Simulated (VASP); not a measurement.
# ZnS (kpbe) (F-43m) in VASP: further runs

ZnS (kpbe) is run at these levels: PBE; tasks: single point, relaxation of cell and atoms.

Program: VASP 6.6.1. These are calculated values, not measurements. Logs are shortened: lines on timing, memory, paths and dates and some standing lists are left out, and cuts for length are marked.

## Step 1: The cell of the first run

The structure is cubic, space group F-43m (No. 216). The conventional cell has a = 5.387 Å, b = 5.387 Å, c = 5.387 Å, α = 90.00°, β = 90.00°, γ = 90.00°. Zn (site symmetry -43m) has 4 S at 2.33 Å within 3.1 Å. Within 3.1 Å of S (site symmetry -43m) lie 4 Zn at 2.33 Å.

## Step 2: Single point, PBE

Input file INCAR:

```
PREC = Accurate ; ENCUT = 520
EDIFF = 1E-6 ; ISMEAR = 0
SIGMA = 0.1 ; LREAL = False
LASPH = True ; NELM = 100
ALGO = Normal ; ISIF = 2
LWAVE = False ; LCHARG = False
GGA = PE ; NBANDS = 16
```

Input file KPOINTS:

```
regular mesh
0
Gamma
  6 6 6
```

Input file POSCAR:

```
ZnS
1.0
    0.0000000000      2.6936828800      2.6936828800
    2.6936828800      0.0000000000      2.6936828800
    2.6936828800      2.6936828800      0.0000000000
Zn S
1 1
Direct
    0.0000000000      0.0000000000      0.0000000000
    0.7500000000      0.7500000000      0.7500000000
```

Potentials or basis: VASP PAW PBE potentials, release 64 (Zn, S).

Command:

```console
$ cat potpaw_PBE.64/Zn/POTCAR potpaw_PBE.64/S/POTCAR > POTCAR
$ mpirun -np 1 vasp_std > vasp.out
```

OUTCAR:

```text
PREC = Accurate
   ENCUT = 520
   EDIFF = 1E-6
   ISMEAR = 0
   LREAL = False
   LASPH = True
   NELM = 100
   ISIF = 2
   GGA = PE

 ion  position               nearest neighbor table
   1  0.000  0.000  0.000-   2 2.33   2 2.33   2 2.33   2 2.33
   2  0.750  0.750  0.750-   1 2.33   1 2.33   1 2.33   1 2.33

  LATTYP: Found a face centered cubic cell.
 ALAT       =     5.3873657600

  Lattice vectors:

 A1 = (   0.0000000000,   2.6936828800,   2.6936828800)
 A2 = (   2.6936828800,   0.0000000000,   2.6936828800)
 A3 = (   2.6936828800,   2.6936828800,   0.0000000000)

Analysis of symmetry for initial positions (statically):
=====================================================================
 Subroutine PRICEL returns:
 Original cell was already a primitive cell.

 Routine SETGRP: Setting up the symmetry group for a
 face centered cubic supercell.

 Subroutine GETGRP returns: Found 24 space group operations
 (whereof 24 operations were pure point group operations)
 out of a pool of 48 trial point group operations.

The static configuration has the point symmetry T_d .

Analysis of symmetry for dynamics (positions and initial velocities):
=====================================================================
 Subroutine PRICEL returns:
 Original cell was already a primitive cell.

 Routine SETGRP: Setting up the symmetry group for a
 face centered cubic supercell.

 Subroutine GETGRP returns: Found 24 space group operations
 (whereof 24 operations were pure point group operations)
 out of a pool of 48 trial point group operations.

The dynamic configuration has the point symmetry T_d .

 Subroutine INISYM returns: Found 24 space group operations
 (whereof 24 operations are pure point group operations),
 and found     1 'primitive' translations

----------------------------------------------------------------------------------------

                                     Primitive cell

  volume of cell :      39.0903

  direct lattice vectors                    reciprocal lattice vectors
     0.000000000  2.693682880  2.693682880    -0.185619474  0.185619474  0.185619474
     2.693682880  0.000000000  2.693682880     0.185619474 -0.185619474  0.185619474
     2.693682880  2.693682880  0.000000000     0.185619474  0.185619474 -0.185619474

  length of vectors
     3.809442862  3.809442862  3.809442862     0.321502360  0.321502360  0.321502360

  position of ions in fractional coordinates (direct lattice)
     0.000000000  0.000000000  0.000000000
     0.750000000  0.750000000  0.750000000

  ion indices of the primitive-cell ions
   primitive index   ion index
                 1           1
                 2           2

----------------------------------------------------------------------------------------

 KPOINTS: regular mesh

Automatic generation of k-mesh.
 Grid dimensions read from file:
 generate k-points for:    6    6    6

 Generating k-lattice:

  Cartesian coordinates                     Fractional coordinates (reciprocal lattice)
    -0.030936579  0.030936579  0.030936579     0.166666667  0.000000000  0.000000000
     0.030936579 -0.030936579  0.030936579     0.000000000  0.166666667  0.000000000
     0.030936579  0.030936579 -0.030936579     0.000000000  0.000000000  0.166666667

  Length of vectors
     0.053583727  0.053583727  0.053583727

  Shift w.r.t. Gamma in fractional coordinates (k-lattice)
     0.000000000  0.000000000  0.000000000

 Subroutine IBZKPT returns following result:
 ===========================================

 Found     16 irreducible k-points:

 Following reciprocal coordinates:
            Coordinates               Weight
  0.000000  0.000000  0.000000      1.000000
  0.166667  0.000000  0.000000      8.000000
  0.333333  0.000000  0.000000      8.000000
  0.500000  0.000000  0.000000      4.000000
  0.166667  0.166667  0.000000      6.000000
  0.333333  0.166667  0.000000     24.000000
[... 8 lines left out ...]
 -0.333333  0.333333  0.166667     24.000000
 -0.333333  0.500000  0.166667     12.000000
   k-points           NKPTS =     16   k-points in BZ     NKDIM =     16   number of bands    NBANDS=     16
   number of dos      NEDOS =    301   number of ions     NIONS =      2
   total plane-waves  NPLWV =  21952
   dimension x,y,z NGX =    28 NGY =   28 NGZ =   28
   dimension x,y,z NGXF=    56 NGYF=   56 NGZF=   56
   ions per type =               1   1
   NGX,Y,Z   is equivalent  to a cutoff of  12.22, 12.22, 12.22 a.u.
   NGXF,Y,Z  is equivalent  to a cutoff of  24.44, 24.44, 24.44 a.u.
 SYSTEM =  unknown system
   PREC   = accura    normal or accurate (medium, high low for compatibility)
   ISTART =      0    job   : 0-new  1-cont  2-samecut
   ICHARG =      2    charge: 1-file 2-atom 10-const
   ISPIN  =      1    spin polarized calculation?
   LNONCOLLINEAR =      F non collinear calculations
   LSORBIT =      F    spin-orbit coupling
   LASPH  =      T    aspherical Exc in radial PAW
   ENCUT  =  520.0 eV  38.22 Ry    6.18 a.u.   7.08  7.08  7.08*2*pi/ulx,y,z
   NELM   =    100;   NELMIN=  2; NELMDL= -5     # of ELM steps
   EDIFF  = 0.1E-05   stopping-criterion for ELM
   LREAL  =      F    real-space projection
   EDIFFG = 0.1E-04   stopping-criterion for IOM
   NSW    =      0    number of steps for IOM
   IBRION =     -1    ionic relax: 0-MD 1-quasi-New 2-CG
   NFREE  =      0    steps in history (QN), initial steepest desc. (CG)
   ISIF   =      2    stress and relaxation
   ISYM   =      2    0-nonsym 1-usesym 2-fastsym
   POTIM  = 0.5000    time-step for ionic-motion
   TEBEG  =    0.0;   TEEND  =   0.0 temperature during run
   PSTRESS=    0.0 pullay stress
   NELECT =      18.0000    total number of electrons
   NUPDOWN=      -1.0000    fix difference up-down
   EMIN   =  10.00;   EMAX   =-10.00  energy-range for DOS
   EFERMI =   0.00;   METHOD = LEGACY
   ISMEAR =     0;   SIGMA  =   0.10  broadening in eV -4-tet -1-fermi 0-gaus
   EFERMI_NEDOS =   21; number of points for ismear=-14 and -15
   IALGO  =     38    algorithm
   IMIX   =      4    mixing-type and parameters
     AMIX     =   0.40;   BMIX     =  1.00
     AMIX_MAG =   1.60;   BMIX_MAG =  1.00
  volume/ion in A,a.u.               =      19.55       131.90
  Fermi-wavevector in a.u.,A,eV,Ry     =   1.264181  2.388955 21.744194  1.598153
  Thomas-Fermi vector in A             =   2.397499
   LORBIT       =      0    0 simple, 1 ext, 2 COOP (PROOUT), +10 PAW based schemes
   GGA     = PE    functional components
   LHFCALC =     F    Hartree Fock is set to
   AEXX    =    0.0000 exact exchange contribution
   IVDW    =     0    specifies the selected vdW correction
   LEPSILON=     F    determine dielectric tensor
   LRPA    =     F    only Hartree local field effects (RPA)
 non-spin polarized calculation
 Gauss-broadening in eV      SIGMA  =   0.10
  energy-cutoff  :      520.00
  volume of cell :       39.09
 maximum number of plane-waves:      1067
   NGX = 15   NGY = 15   NGZ = 15

 number of electron      18.0000006 magnetization

 Free energy of the ion-electron system (eV)
  ---------------------------------------------------
  ext. energy  EPLUGINS =         0.00000000
  ---------------------------------------------------
  free energy    TOTEN  =        -6.83931141 eV

  energy without entropy =       -6.83931141  energy(sigma->0) =       -6.83931141

 E-fermi :   2.6343     XC(G=0):  -9.6729

 val. band max:        2.1958215166   @ k =   0.0000   0.0000   0.0000
 cond. band min:       4.3498763562   @ k =   0.0000   0.0000   0.0000
 fundamental gap:      2.1540548396
 Fermi energy:         2.6343179625

 k-point     1 :       0.0000    0.0000    0.0000
  band No.  band energies     occupation
      1     -11.0093      2.00000
      2      -4.1823      2.00000
      3      -4.1823      2.00000
      4      -4.1823      2.00000
      5      -3.6733      2.00000
      6      -3.6733      2.00000
[... 8 lines left out ...]
     15      13.9684      0.00000
     16      14.1175      0.00000

 k-point     2 :       0.1667    0.0000    0.0000
  band No.  band energies     occupation
      1     -10.8034      2.00000
      2      -4.1764      2.00000
      3      -4.1463      2.00000
      4      -4.1463      2.00000
      5      -3.6753      2.00000
      6      -3.6753      2.00000
[... 8 lines left out ...]
     15      13.1774      0.00000
     16      14.9358      0.00000

 k-point     3 :       0.3333    0.0000    0.0000
  band No.  band energies     occupation
      1     -10.3359      2.00000
      2      -4.0865      2.00000
      3      -4.0865      2.00000
      4      -4.0209      2.00000
      5      -3.6612      2.00000
      6      -3.6612      2.00000
[... 8 lines left out ...]
     15      13.7950      0.00000
     16      14.0898      0.00000

 k-point     4 :       0.5000    0.0000    0.0000
  band No.  band energies     occupation
      1     -10.0648      2.00000
      2      -4.0651      2.00000
      3      -4.0651      2.00000
      4      -3.6422      2.00000
      5      -3.6422      2.00000
      6      -3.4678      2.00000
[... 8 lines left out ...]
     15      15.6272      0.00000
     16      15.6272      0.00000
[... 172 lines left out ...]
 k-point    14 :       0.5000    0.3333    0.1667
  band No.  band energies     occupation
      1     -10.0114      2.00000
      2      -4.0918      2.00000
      3      -3.9999      2.00000
      4      -3.8817      2.00000
      5      -3.6501      2.00000
      6      -3.5977      2.00000
[... 8 lines left out ...]
     15      16.1981      0.00000
     16      16.8142      0.00000

 k-point    15 :      -0.3333    0.3333    0.1667
  band No.  band energies     occupation
      1      -9.8268      2.00000
      2      -4.0487      2.00000
      3      -3.9574      2.00000
      4      -3.7279      2.00000
      5      -3.6841      2.00000
      6      -3.3547      2.00000
[... 8 lines left out ...]
     15      15.9842      0.00000
     16      16.6662      0.00000

 k-point    16 :      -0.3333    0.5000    0.1667
  band No.  band energies     occupation
      1      -9.7422      2.00000
      2      -4.0933      2.00000
      3      -3.8818      2.00000
      4      -3.7934      2.00000
      5      -3.6500      2.00000
      6      -3.3113      2.00000
[... 8 lines left out ...]
     15      16.1368      0.00000
     16      17.1015      0.00000

------------------------ aborting loop because EDIFF is reached ----------------------------------------

  FORCE on cell =-STRESS in cart. coord.  units (eV):
  Direction    XX          YY          ZZ          XY          YZ          ZX
  --------------------------------------------------------------------------------------
  -------------------------------------------------------------------------------------
  Total        0.6125995      0.6125995      0.6125995      0.0000000      0.0000000      0.0000000
  in kB       25.1083294     25.1083294     25.1083294      0.0000000      0.0000000      0.0000000
  external PRESSURE =      25.1083294 kB  Pullay stress =       0.0000000 kB

 VOLUME and BASIS-vectors are now :
 -----------------------------------------------------------------------------
  energy-cutoff  :      520.00
  volume of cell :       39.09
      direct lattice vectors                 reciprocal lattice vectors
     0.000000000  2.693682880  2.693682880    -0.185619474  0.185619474  0.185619474
     2.693682880  0.000000000  2.693682880     0.185619474 -0.185619474  0.185619474
     2.693682880  2.693682880  0.000000000     0.185619474  0.185619474 -0.185619474

 POSITION                                       TOTAL-FORCE (eV/Angst)
 -----------------------------------------------------------------------------------
      0.00000      0.00000      0.00000        -0.000000      0.000000     -0.000000
      4.04052      4.04052      4.04052         0.000000     -0.000000      0.000000
 -----------------------------------------------------------------------------------
    total drift:                               -0.000001     -0.000001     -0.000001

  FREE ENERGIE OF THE ION-ELECTRON SYSTEM (eV)
  ---------------------------------------------------
  free  energy   TOTEN  =        -6.8393114105 eV

  energy  without entropy=       -6.8393114105  energy(sigma->0) =       -6.83931141
```

It took 5.9 s on 1 thread of Intel Xeon Platinum 8488C (Sapphire Rapids), shared host; peak memory 0.15 GiB.

Results:

```yaml
Free_energy: -6.8393 eV
Pressure: 2.5 GPa
Band_gap_on_the_k_mesh: 2.15 eV, direct
```

Levels at points of the mesh, in eV from the valence-band top:
```tsv
k point	band 5	band 6	band 7	band 8	band 9	band 10	band 11	band 12	band 13	band 14
(0.00, 0.00, 0.00)	-5.87	-5.87	0.00	0.00	0.00	2.15	6.39	6.39	6.39	11.77
(0.50, 0.00, 0.00)	-5.84	-5.66	-5.35	-0.88	-0.88	3.33	6.92	6.92	8.91	12.21
(0.50, 0.50, 0.00)	-5.79	-5.65	-4.60	-2.25	-2.25	3.38	4.07	11.04	12.03	12.03
```

As with any semilocal functional, this PBE gap is likely too small.

## Step 3: Single point, PBE

This run uses another cell than the first one, of 20.16 Å³/atom, 1.032 times its volume.

Input file INCAR:

```
ALGO     = Normal         # electronic algorithm
EDIFF    = 1E-7           # SCF threshold, eV
ENCUT    = 520            # plane-wave cutoff, eV
GGA      = PE             # functional
ISIF     = 2              # what is computed and relaxed
ISMEAR   = 0              # smearing method
LASPH    = True           # aspherical terms in the spheres
LCHARG   = True           # write CHGCAR
LELF     = True           # ELF
LREAL    = False          # projectors in reciprocal space
LVHAR    = True         
LWAVE    = False          # write WAVECAR
NBANDS   = 16             # bands
NELM     = 80             # most SCF steps
PREC     = Accurate       # precision mode
SIGMA    = 0.02           # smearing width, eV
```

Input file KPOINTS:

```
k-points
0
Gamma
  10 10 10
```

Input file POSCAR:

```
ZnS
1.0
    0.0000000000      2.7218284503      2.7218284503
    2.7218284503      0.0000000000      2.7218284503
    2.7218284503      2.7218284503      0.0000000000
Zn S
1 1
Direct
    0.0000000000      0.0000000000      0.0000000000
    0.7500000000      0.7500000000      0.7500000000
```

Potentials or basis: VASP PAW PBE potentials, release 64 (Zn, S).

Command:

```console
$ cat potpaw_PBE.64/Zn/POTCAR potpaw_PBE.64/S/POTCAR > POTCAR
$ mpirun -np 1 vasp_std > vasp.out
```

It took 19 s on 1 thread of Intel Xeon Platinum 8488C (Sapphire Rapids), shared host; peak memory 0.17 GiB.

The run converged. Its results:

| Item | Value |
| --- | --- |
| Free energy | -6.8526 eV |
| Pressure | 0.2 GPa |
| Band gap on the k mesh | 2.02 eV, direct |

Levels at points of the mesh, in eV from the valence-band top:
```csv
k point,band 7,band 8,band 9,band 10,band 11,band 12
"(0.00, 0.00, 0.00)",0.00,0.00,0.00,2.02,6.41,6.41
"(0.50, 0.00, 0.00)",-5.15,-0.83,-0.83,3.27,6.94,6.94
"(0.50, 0.50, 0.00)",-4.47,-2.14,-2.14,3.46,4.07,10.83
```

## Step 4: Relaxation of cell and atoms, PBE

Input file INCAR:

```
SYSTEM = ZnS
PREC = Accurate
ENCUT = 600
EDIFF = 1E-6
ISMEAR = 0
SIGMA = 0.02
LREAL = .False.
LASPH = .True.
NELM = 60
ALGO = Normal
ISIF = 3
LWAVE = .False.
LCHARG = .False.
GGA = PE
IBRION = 2
NSW = 100
EDIFFG = -0.002
```

Input file KPOINTS:

```
Automatic mesh
0
Gamma
  10 10 10
  0 0 0
```

Input file POSCAR:

```
ZnS
1.0
    0.0000000000      2.6936828800      2.6936828800
    2.6936828800      0.0000000000      2.6936828800
    2.6936828800      2.6936828800      0.0000000000
Zn S
1 1
Direct
    0.0000000000      0.0000000000      0.0000000000
    0.7500000000      0.7500000000      0.7500000000
```

Command:

```console
$ cat potpaw_PBE.64/Zn/POTCAR potpaw_PBE.64/S/POTCAR > POTCAR
$ mpirun -np 1 vasp_std > vasp.out
```

Run time: 46 s. Hardware: 1 thread of Intel Xeon Platinum 8488C (Sapphire Rapids), shared host; peak memory 0.18 GiB.

Results (log left out):

| Property | Result |
| --- | --- |
| Free energy | -6.8524 eV |
| Relaxed volume | 20.21 Å³/atom |
| Relaxed cell | a = 3.852 Å, b = 3.852 Å, c = 3.852 Å, α = 60.00°, β = 60.00°, γ = 60.00° |
| Space group after relaxing (to 0.05 Å) | F-43m (No. 216) |
| Energy gained by relaxing | 4.9 meV/atom |
| Ionic steps | 5 |
| Pressure after relaxing | 0.0 GPa |
| Band gap on the k mesh | 2.01 eV, direct |

The path:
| step | energy change (eV) | largest force (eV/Å) | pressure (GPa) | volume (Å³) |
| --- | --- | --- | --- | --- |
| 1 | 0.0000 | 0.0000 | 2.51 | 39.09 |
| 2 | -0.0088 | 0.0000 | -0.73 | 40.85 |
| 3 | -0.0099 | 0.0000 | 0.07 | 40.40 |
| 4 | -0.0099 | 0.0000 | -0.03 | 40.44 |
| 5 | -0.0099 | 0.0000 | -0.01 | 40.42 |

Final structure:
```xyz
2
Lattice="0.0000 2.7238 2.7238 2.7238 0.0000 2.7238 2.7238 2.7238 0.0000" Properties=species:S:1:pos:R:3 pbc="T T T"
Zn    0.0000    0.0000    0.0000
S     4.0857    4.0857    4.0857
```

Levels at points of the mesh, in eV from the valence-band top:
| k point | band 6 | band 7 | band 8 | band 9 | band 10 | band 11 | band 12 | band 13 |
| --- | --- | --- | --- | --- | --- | --- | --- | --- |
| (0.00, 0.00, 0.00) | -5.78 | 0.00 | 0.00 | 0.00 | 2.01 | 6.41 | 6.41 | 6.41 |
| (0.50, 0.00, 0.00) | -5.58 | -5.13 | -0.83 | -0.83 | 3.26 | 6.94 | 6.94 | 8.79 |
| (0.50, 0.50, 0.00) | -5.57 | -4.46 | -2.13 | -2.13 | 3.46 | 4.07 | 10.81 | 11.81 |

## Step 5: Overview

```csv
task,cell,k mesh,cutoff (eV),smearing,gap on the mesh (eV),pressure (GPa)
single point,"a = 3.809 Å, angles 60.0°, 2 atoms",6 × 6 × 6,520,gaussian 0.1 eV,2.15,2.5
single point,"a = 3.849 Å, angles 60.0°, 2 atoms",10 × 10 × 10,520,gaussian 0.02 eV,2.02,0.2
relaxation of cell and atoms,"relaxed from a = 3.809 Å, angles 60.0°, 2 atoms",10 × 10 × 10,600,gaussian 0.02 eV,2.01,0.0
```

Alike in all rows: level PBE; potentials or basis VASP PAW PBE potentials, release 64 (Zn, S); no spin polarisation.

Total energies depend on the potentials used, so only differences within one code and one set of settings carry meaning.
